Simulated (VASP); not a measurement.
Runs of VASP 6.6.1 on Ti. The structure is that of space group P6_3/mmc (No. 194), or close to it. The cells are those of the table. 

```csv
cell,gap on the mesh (eV),pressure (GPa)
"a = 2.890, b = 2.890, c = 4.584 Å, angles 90.0, 90.0, 120.0°, 2 atoms",none,(a)
"a = 3.008, b = 3.008, c = 4.772 Å, angles 90.0, 90.0, 120.0°, 2 atoms",none,(b)
"a = 2.970, b = 2.970, c = 4.711 Å, angles 90.0, 90.0, 120.0°, 2 atoms",none,-7.6
"a = 2.910, b = 2.910, c = 4.617 Å, angles 90.0, 90.0, 120.0°, 2 atoms",none,-1.5
"a = 2.950, b = 2.950, c = 4.680 Å, angles 90.0, 90.0, 120.0°, 2 atoms",none,-5.8
```

Alike in all rows: task single point; level PBEsol; potentials or basis VASP PAW PBE potentials, release 64 (Ti_sv); no spin polarisation; k mesh 11 × 11 × 6; cutoff (eV) 520; smearing fermi-dirac 0.1 eV.

Q: Estimate the missing entries.

A: (a) 1.0; (b) -10.8.

Caveats: the PAW data sets were made with another functional, which shifts forces and pressure a little.

A gap of «none» marks levels without a gap at the run's occupations.
